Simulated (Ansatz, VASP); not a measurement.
One calculation of Ta4O, two programs

```
CELL_PARAMETERS angstrom
4.29140 0.00000 0.00000
0.00000 4.29140 0.00000
0.00000 0.00000 4.29140
ATOMIC_POSITIONS crystal
Ta 0.50000 0.00000 0.00000
Ta 0.00000 0.50000 0.00000
Ta 0.00000 0.00000 0.50000
Ta 0.50000 0.50000 0.50000
O 0.00000 0.00000 0.00000
```

Change from the starting cell: species swapped into the Co4N type (Pm-3m, No. 221).

Alike in both runs: functional PBE; k mesh 4 × 4 × 4; occupations gaussian, width 0.1 eV; no spin polarisation.

Ansatz relaxed the structure, and its values are those at the end. VASP's run is a single point on that final structure, the one shown.

|  | VASP | Ansatz |
| --- | --- | --- |
| version | VASP 6.6.1 | Ansatz 0.2.0 |
| potentials or method | VASP PAW PBE potentials, release 64 (Ta_pv, O), cutoff 520 eV | scalar-relativistic, plane waves, PAW |
| valence electrons in the cell | 50 | 58 |

Ansatz gave:

* gap on the k mesh at the Fermi level (eV): none
* pressure (GPa): 0.0

Problem. What did VASP give for the same quantities?

Solution. gap on the k mesh at the Fermi level (eV): none; pressure (GPa): 0.2.

A gap of «none» marks a metal or a gap that the smearing closes. With one functional, cell and mesh, what is left measures potentials, basis and numerics. VASP's potentials hold 50 valence electrons a cell and Ansatz's 58, so a difference there can come from the potentials and not from the codes.

The k mesh is coarse, so the values compare programs but aren't converged. Spin-orbit coupling is off throughout.
